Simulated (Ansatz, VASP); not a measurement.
Two plane-wave programs on LuH2Cl3O

INCAR

```
SYSTEM = LuH2Cl3O
PREC = Accurate
ENCUT = 520
EDIFF = 1E-7
ISMEAR = 0
SIGMA = 0.01
LREAL = .False.
LASPH = .True.
NELM = 150
ALGO = Normal
ISIF = 2
LWAVE = .False.
LCHARG = .True.
MAGMOM = 0 0 0 0 0 0 0 0 0 0 0 0 0 0 0 0 0 0 0 0 0
LORBIT = 11
LSORBIT = .True.
GGA_COMPAT = .False.
LORBMOM = .True.
GGA = PE
LVHAR = .True.
NBANDS = 71
```

KPOINTS

```
regular mesh
0
Gamma
  1 1 1
  0 0 0
```

The input POSCAR:

```
LuH2Cl3O
1.0
   11.8700000000      0.0000000000      0.0000000000
    0.0000000000     12.4300000000      0.0000000000
    0.0000000000      0.0000000000     12.4300000000
Lu Cl O H
1 3 1 2
Direct
    0.5254591400      0.4594634000      0.5402614600
    0.6211406900      0.6037562300      0.6374513300
    0.3791069900      0.3620273500      0.6376975100
    0.6211406900      0.3622735300      0.3959686200
    0.4176647000      0.5683145600      0.4314103000
    0.3852780100      0.6376975100      0.4517900200
    0.3852780100      0.5479348400      0.3620273500
```

Input for Ansatz:

```yaml
crystal:
  lattice:
    - [11.87, 0.0, 0.0]
    - [0.0, 12.43, 0.0]
    - [0.0, 0.0, 12.43]
  atoms:
    - { symbol: Lu, position: [0.52545914, 0.4594634, 0.54026146] }
    - { symbol: Cl, position: [0.62114069, 0.60375623, 0.63745133] }
    - { symbol: Cl, position: [0.37910699, 0.36202735, 0.63769751] }
    - { symbol: Cl, position: [0.62114069, 0.36227353, 0.39596862] }
    - { symbol: O, position: [0.4176647, 0.56831456, 0.4314103] }
    - { symbol: H, position: [0.38527801, 0.63769751, 0.45179002] }
    - { symbol: H, position: [0.38527801, 0.54793484, 0.36202735] }
basis:
  ecutwfc: 420
  ecutrho_ratio: 4
kpoints:
  mp_grid: { grid: [1, 1, 1] }
hamiltonian:
  xc: pbe
scf:
  occupations: { method: gaussian, width: 0.01 }
output:
  forces: true
  eigenvalues: true
  populations: true
  hubbard: { sites: [{ species: Lu, l: f }] }
  write_density: true
  write_potential: true
  elf: true
  volumetric_format: npy
magnetization:
  noncollinear: true
  spin_orbit: true
```

Alike in both runs: task single point; functional PBE; k mesh 1 × 1 × 1; occupations gaussian, width 0.01 eV; non-collinear spin, spin-orbit coupling.

|  | VASP | Ansatz |
| --- | --- | --- |
| version | VASP 6.6.1 | Ansatz 0.2.0 |
| potentials or method | VASP PAW PBE potentials, release 64 (Lu, Cl, O, H), cutoff 520 eV | plane waves, PAW |
| valence electrons in the cell | 54 | 54 |

|  | VASP | Ansatz | Ansatz less VASP |
| --- | --- | --- | --- |
| rms of the force components (eV/Å) | 0.140 | 0.170 | +0.0304 |

Atom by atom the forces differ by 0.036 eV/Å (rms over components). Ansatz's warnings: xc potential rough in thin density.
